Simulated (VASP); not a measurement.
# Pt (Im-3m) in VASP: further runs

The runs below take Pt through single point, with r2SCAN.

All numbers are computed with VASP 6.6.1; they aren't measurements. Logs are shortened: lines on timing, memory, paths and dates and some standing lists are left out, and cuts for length are marked.

## Step 1: The cell of the first run

The structure is cubic, space group Im-3m (No. 229). The conventional cell has a = 3.168 Å, b = 3.168 Å, c = 3.168 Å, α = 90.00°, β = 90.00°, γ = 90.00°. Within 3.6 Å of Pt (site symmetry m-3m) lie 14 Pt at 2.74 to 3.17 Å.

## Step 2: Single point, r2SCAN

POSCAR reads:

```
Pt
1.0
   -1.5842200000      1.5842200000      1.5842200000
    1.5842200000     -1.5842200000      1.5842200000
    1.5842200000      1.5842200000     -1.5842200000
Pt
1
Direct
    0.0000000000      0.0000000000      0.0000000000
```

INCAR.step1 reads:

```
SYSTEM = Pt
PREC = Accurate
ENCUT = 520
ISMEAR = 0
SIGMA = 0.15
LREAL = .False.
LASPH = .True.
NELM = 60
NBANDS = 11
GGA = PE
ALGO = Normal
EDIFF = 1E-4
LWAVE = .True.
LCHARG = .False.
```

INCAR.step2 reads:

```
SYSTEM = Pt
PREC = Accurate
ENCUT = 520
EDIFF = 1E-7
ISMEAR = 0
SIGMA = 0.15
LREAL = .False.
LASPH = .True.
NELM = 60
ALGO = Normal
ISIF = 2
LWAVE = .False.
LCHARG = .False.
METAGGA = R2SCAN
LMIXTAU = .True.
NBANDS = 11
ISTART = 1
```

KPOINTS reads:

```
regular mesh
0
Gamma
  22 22 22
  0 0 0
```

Potentials or basis: VASP PAW PBE potentials, release 64 (Pt).

Started as:

```bash
> cat potpaw_PBE.64/Pt/POTCAR > POTCAR
> cp INCAR.step1 INCAR
> mpirun -np 1 vasp_std > vasp.out
> cp INCAR.step2 INCAR
> mpirun -np 1 vasp_std > vasp.out
```

OUTCAR:

```text
SYSTEM = Pt
   PREC = Accurate
   ENCUT = 520
   EDIFF = 1E-7
   ISMEAR = 0
   LREAL = .False.
   LASPH = .True.
   NELM = 60
   ISIF = 2
   METAGGA = R2SCAN
   ISTART = 1

 ion  position               nearest neighbor table
   1  0.000  0.000  0.000-

  LATTYP: Found a body centered cubic cell.
 ALAT       =     3.1684400000

  Lattice vectors:

 A1 = (  -1.5842200000,   1.5842200000,   1.5842200000)
 A2 = (   1.5842200000,  -1.5842200000,   1.5842200000)
 A3 = (   1.5842200000,   1.5842200000,  -1.5842200000)

Analysis of symmetry for initial positions (statically):
=====================================================================
 Subroutine PRICEL returns:
 Original cell was already a primitive cell.

 Routine SETGRP: Setting up the symmetry group for a
 body centered cubic supercell.

 Subroutine GETGRP returns: Found 48 space group operations
 (whereof 48 operations were pure point group operations)
 out of a pool of 48 trial point group operations.

The static configuration has the point symmetry O_h .

Analysis of symmetry for dynamics (positions and initial velocities):
=====================================================================
 Subroutine PRICEL returns:
 Original cell was already a primitive cell.

 Routine SETGRP: Setting up the symmetry group for a
 body centered cubic supercell.

 Subroutine GETGRP returns: Found 48 space group operations
 (whereof 48 operations were pure point group operations)
 out of a pool of 48 trial point group operations.

The dynamic configuration has the point symmetry O_h .

 Subroutine INISYM returns: Found 48 space group operations
 (whereof 48 operations are pure point group operations),
 and found     1 'primitive' translations

----------------------------------------------------------------------------------------

                                     Primitive cell

  volume of cell :      15.9040

  direct lattice vectors                    reciprocal lattice vectors
    -1.584220000  1.584220000  1.584220000     0.000000000  0.315612731  0.315612731
     1.584220000 -1.584220000  1.584220000     0.315612731  0.000000000  0.315612731
     1.584220000  1.584220000 -1.584220000     0.315612731  0.315612731  0.000000000

  length of vectors
     2.743949530  2.743949530  2.743949530     0.446343804  0.446343804  0.446343804

  position of ions in fractional coordinates (direct lattice)
     0.000000000  0.000000000  0.000000000

  ion indices of the primitive-cell ions
   primitive index   ion index
                 1           1

----------------------------------------------------------------------------------------

 KPOINTS: regular mesh

Automatic generation of k-mesh.
 Grid dimensions read from file:
 generate k-points for:   22   22   22

 Generating k-lattice:

  Cartesian coordinates                     Fractional coordinates (reciprocal lattice)
     0.000000000  0.014346033  0.014346033     0.045454545  0.000000000  0.000000000
     0.014346033  0.000000000  0.014346033     0.000000000  0.045454545  0.000000000
     0.014346033  0.014346033  0.000000000     0.000000000  0.000000000  0.045454545

  Length of vectors
     0.020288355  0.020288355  0.020288355

  Shift w.r.t. Gamma in fractional coordinates (k-lattice)
     0.000000000  0.000000000  0.000000000

 Subroutine IBZKPT returns following result:
 ===========================================

 Found    328 irreducible k-points:

 Following reciprocal coordinates:
            Coordinates               Weight
  0.000000  0.000000  0.000000      1.000000
  0.045455  0.000000  0.000000     12.000000
  0.090909  0.000000  0.000000     12.000000
  0.136364  0.000000  0.000000     12.000000
  0.181818  0.000000  0.000000     12.000000
  0.227273  0.000000  0.000000     12.000000
[... 16 lines left out ...]
  0.090909  0.090909  0.000000     24.000000
  0.136364  0.090909 -0.000000     48.000000
 [... further k-points ...]
   k-points           NKPTS =    328   k-points in BZ     NKDIM =    328   number of bands    NBANDS=     11
   number of dos      NEDOS =    301   number of ions     NIONS =      1
   total plane-waves  NPLWV =   8000
   dimension x,y,z NGX =    20 NGY =   20 NGZ =   20
   dimension x,y,z NGXF=    40 NGYF=   40 NGZF=   40
   ions per type =               1
   NGX,Y,Z   is equivalent  to a cutoff of  12.12, 12.12, 12.12 a.u.
   NGXF,Y,Z  is equivalent  to a cutoff of  24.23, 24.23, 24.23 a.u.
 SYSTEM =  Pt
   PREC   = accura    normal or accurate (medium, high low for compatibility)
   ISTART =      1    job   : 0-new  1-cont  2-samecut
   ICHARG =      0    charge: 1-file 2-atom 10-const
   ISPIN  =      1    spin polarized calculation?
   LNONCOLLINEAR =      F non collinear calculations
   LSORBIT =      F    spin-orbit coupling
   LASPH  =      T    aspherical Exc in radial PAW
   ENCUT  =  520.0 eV  38.22 Ry    6.18 a.u.   5.10  5.10  5.10*2*pi/ulx,y,z
   NELM   =     60;   NELMIN=  2; NELMDL=  0     # of ELM steps
   EDIFF  = 0.1E-06   stopping-criterion for ELM
   LREAL  =      F    real-space projection
   EDIFFG = 0.1E-05   stopping-criterion for IOM
   NSW    =      0    number of steps for IOM
   IBRION =     -1    ionic relax: 0-MD 1-quasi-New 2-CG
   NFREE  =      0    steps in history (QN), initial steepest desc. (CG)
   ISIF   =      2    stress and relaxation
   ISYM   =      2    0-nonsym 1-usesym 2-fastsym
   POTIM  = 0.5000    time-step for ionic-motion
   TEBEG  =    0.0;   TEEND  =   0.0 temperature during run
   PSTRESS=    0.0 pullay stress
   NELECT =      10.0000    total number of electrons
   NUPDOWN=      -1.0000    fix difference up-down
   EMIN   =  10.00;   EMAX   =-10.00  energy-range for DOS
   EFERMI =   0.00;   METHOD = LEGACY
   ISMEAR =     0;   SIGMA  =   0.15  broadening in eV -4-tet -1-fermi 0-gaus
   EFERMI_NEDOS =   21; number of points for ismear=-14 and -15
   IALGO  =     38    algorithm
   IMIX   =      4    mixing-type and parameters
     AMIX     =   0.40;   BMIX     =  1.00
     AMIX_MAG =   1.60;   BMIX_MAG =  1.00
  volume/ion in A,a.u.               =      15.90       107.33
  Fermi-wavevector in a.u.,A,eV,Ry     =   1.402510  2.650360 26.763132  1.967035
  Thomas-Fermi vector in A             =   2.525265
   LORBIT       =      0    0 simple, 1 ext, 2 COOP (PROOUT), +10 PAW based schemes
   METAGGA = R2SCAN    functional components
   LHFCALC =     F    Hartree Fock is set to
   AEXX    =    0.0000 exact exchange contribution
   IVDW    =     0    specifies the selected vdW correction
   LEPSILON=     F    determine dielectric tensor
   LRPA    =     F    only Hartree local field effects (RPA)
 non-spin polarized calculation
 Gauss-broadening in eV      SIGMA  =   0.15
  energy-cutoff  :      520.00
  volume of cell :       15.90
 maximum number of plane-waves:       442
   NGX = 11   NGY = 11   NGZ = 11

 number of electron      10.0000000 magnetization

 Free energy of the ion-electron system (eV)
  ---------------------------------------------------
  ext. energy  EPLUGINS =         0.00000000
  ---------------------------------------------------
  free energy    TOTEN  =       -51.40381016 eV

  energy without entropy =      -51.39124532  energy(sigma->0) =      -51.39752774

 E-fermi :   9.8265     XC(G=0): -14.2281

 val. band max:        9.8261443671   @ k =  -0.3636   0.3636   0.0455
 cond. band min:       9.8318876994   @ k =  -0.3636   0.5000   0.1818
 fundamental gap:      0.0057433324
 Fermi energy:         9.8265034206

 k-point     1 :       0.0000    0.0000    0.0000
  band No.  band energies     occupation
      1       0.1787      2.00000
      2       6.2715      2.00000
      3       6.2715      2.00000
      4       6.2715      2.00000
      5       8.7465      2.00000
      6       8.7465      2.00000
      7      27.9352      0.00000
      8      27.9352      0.00000
      9      27.9352      0.00000
     10      38.2584      0.00000
     11      38.2584      0.00000

 k-point     2 :       0.0455    0.0000    0.0000
  band No.  band energies     occupation
      1       0.2662      2.00000
      2       6.2377      2.00000
      3       6.2724      2.00000
      4       6.3410      2.00000
      5       8.7024      2.00000
      6       8.7485      2.00000
      7      27.9771      0.00000
      8      28.0022      0.00000
      9      28.0617      0.00000
     10      36.5702      0.00000
     11      37.0384      0.00000

 k-point     3 :       0.0909    0.0000    0.0000
  band No.  band energies     occupation
      1       0.5238      2.00000
      2       6.1403      2.00000
      3       6.2713      2.00000
      4       6.5477      2.00000
      5       8.5882      2.00000
      6       8.7555      2.00000
      7      28.0631      0.00000
      8      28.1297      0.00000
      9      28.4350      0.00000
     10      35.0869      0.00000
     11      35.4653      0.00000

 k-point     4 :       0.1364    0.0000    0.0000
  band No.  band energies     occupation
      1       0.9357      2.00000
      2       5.9905      2.00000
      3       6.2614      2.00000
      4       6.8847      2.00000
      5       8.4507      2.00000
      6       8.7691      2.00000
      7      28.0576      0.00000
      8      28.0633      0.00000
      9      29.0371      0.00000
     10      34.0235      0.00000
     11      34.0281      0.00000
[... 239 lines left out ...]
 k-point    22 :       0.4545    0.0455    0.0000
  band No.  band energies     occupation
      1       3.1962      2.00000
      2       4.8456      2.00000
      3       8.5469      2.00000
      4       8.8684      2.00000
      5       9.9593      0.21067
      6      11.3724      0.00000
      7      16.5241      0.00000
      8      23.9672      0.00000
      9      26.2421      0.00000
     10      35.0410      0.00000
     11      35.6668      0.00000

 k-point    23 :       0.0909    0.0909    0.0000
  band No.  band energies     occupation
      1       1.1765      2.00000
      2       5.9935      2.00000
      3       6.1127      2.00000
      4       7.1417      2.00000
      5       8.3506      2.00000
      6       8.8127      2.00000
      7      27.9159      0.00000
      8      28.3504      0.00000
      9      28.9440      0.00000
     10      32.6489      0.00000
     11      34.2773      0.00000

 k-point    24 :       0.1364    0.0909   -0.0000
  band No.  band energies     occupation
      1       1.6998      2.00000
      2       5.8354      2.00000
      3       6.0430      2.00000
      4       7.6344      2.00000
      5       8.2401      2.00000
      6       8.8627      2.00000
      7      27.4061      0.00000
      8      27.7091      0.00000
      9      29.5108      0.00000
     10      31.6197      0.00000
     11      33.7618      0.00000

 [... further k-points ...]
[... 5 lines left out ...]
  --------------------------------------------------------------------------------------
  -------------------------------------------------------------------------------------
  Total       -0.5929754     -0.5929754     -0.5929754      0.0000000     -0.0000000      0.0000000
  in kB      -59.7366410    -59.7366410    -59.7366410      0.0000000     -0.0000000      0.0000000
  external PRESSURE =     -59.7366410 kB  Pullay stress =       0.0000000 kB

 VOLUME and BASIS-vectors are now :
 -----------------------------------------------------------------------------
  energy-cutoff  :      520.00
  volume of cell :       15.90
      direct lattice vectors                 reciprocal lattice vectors
    -1.584220000  1.584220000  1.584220000     0.000000000  0.315612731  0.315612731
     1.584220000 -1.584220000  1.584220000     0.315612731  0.000000000  0.315612731
     1.584220000  1.584220000 -1.584220000     0.315612731  0.315612731  0.000000000

 POSITION                                       TOTAL-FORCE (eV/Angst)
 -----------------------------------------------------------------------------------
      0.00000      0.00000      0.00000         0.000000      0.000000      0.000000
 -----------------------------------------------------------------------------------
    total drift:                                0.000000     -0.000000      0.000000

  FREE ENERGIE OF THE ION-ELECTRON SYSTEM (eV)
  ---------------------------------------------------
  free  energy   TOTEN  =       -51.4038101576 eV

  energy  without entropy=      -51.3912453239  energy(sigma->0) =      -51.39752774
```

Wall time 71 s (1 thread of Intel Xeon 6975P-C (Granite Rapids), shared host); peak memory 0.17 GiB.

Results:

```
Free energy            : -51.4038 eV
Pressure               : -6.0 GPa
Band gap on the k mesh : zero (band 5 reaches 10.88 eV, above the bottom of band 6 at 8.60 eV)
```

Caveat: the PAW data sets were made with another functional, which shifts forces and pressure a little; spin-orbit coupling is left out, which moves the levels of the heavy elements.

## Step 3: Single point, r2SCAN

POSCAR is that of step 2.

INCAR.step1 reads:

```
ALGO     = Normal         # electronic algorithm
EDIFF    = 1E-4           # SCF threshold, eV
ENCUT    = 520            # plane-wave cutoff, eV
GGA      = PE             # functional
ISMEAR   = 0              # smearing method
LASPH    = True           # aspherical terms in the spheres
LCHARG   = False          # write CHGCAR
LREAL    = False          # projectors in reciprocal space
LWAVE    = True           # write WAVECAR
NBANDS   = 11             # bands
NELM     = 80             # most SCF steps
PREC     = Accurate       # precision mode
SIGMA    = 0.15           # smearing width, eV
```

INCAR.step2 reads:

```
ALGO     = Normal         # electronic algorithm
EDIFF    = 1E-7           # SCF threshold, eV
ENCUT    = 520            # plane-wave cutoff, eV
ISIF     = 2              # what is computed and relaxed
ISMEAR   = 0              # smearing method
ISTART   = 1            
LASPH    = True           # aspherical terms in the spheres
LCHARG   = True           # write CHGCAR
LELF     = True           # ELF
LMIXTAU  = True         
LREAL    = False          # projectors in reciprocal space
LVHAR    = True         
LWAVE    = False          # write WAVECAR
METAGGA  = R2SCAN         # meta-GGA
NBANDS   = 11             # bands
NELM     = 80             # most SCF steps
PREC     = Accurate       # precision mode
SIGMA    = 0.15           # smearing width, eV
```

KPOINTS reads:

```
k-points
0
Gamma
  24 24 24
```

Potentials or basis: VASP PAW PBE potentials, release 64 (Pt).

Started as:

```bash
> cat potpaw_PBE.64/Pt/POTCAR > POTCAR
> cp INCAR.step1 INCAR
> mpirun -np 1 vasp_std > vasp.out
> cp INCAR.step2 INCAR
> mpirun -np 1 vasp_std > vasp.out
```

Wall time 85 s (1 thread of Intel Xeon 6975P-C (Granite Rapids), shared host); peak memory 0.18 GiB.

Results (log left out):

- Free energy: -51.4044 eV
- Pressure: -6.0 GPa
- Band gap on the k mesh: zero (band 5 reaches 10.89 eV, above the bottom of band 6 at 8.59 eV)

Levels at points of the mesh, in eV from the Fermi level:
| k point | band 2 | band 3 | band 4 | band 5 | band 6 | band 7 | band 8 | band 9 |
| --- | --- | --- | --- | --- | --- | --- | --- | --- |
| (0.00, 0.00, 0.00) | -3.59 | -3.59 | -3.59 | -1.12 | -1.12 | 18.07 | 18.07 | 18.07 |
| (0.50, 0.00, 0.00) | -5.04 | -1.29 | -0.81 | 0.46 | 1.06 | 6.54 | 14.05 | 16.53 |
| (0.50, 0.50, 0.50) | -6.26 | 0.53 | 0.53 | 0.53 | 8.07 | 8.07 | 8.07 | 13.33 |

Caveat: the PAW data sets were made with another functional, which shifts forces and pressure a little; spin-orbit coupling is left out, which moves the levels of the heavy elements.
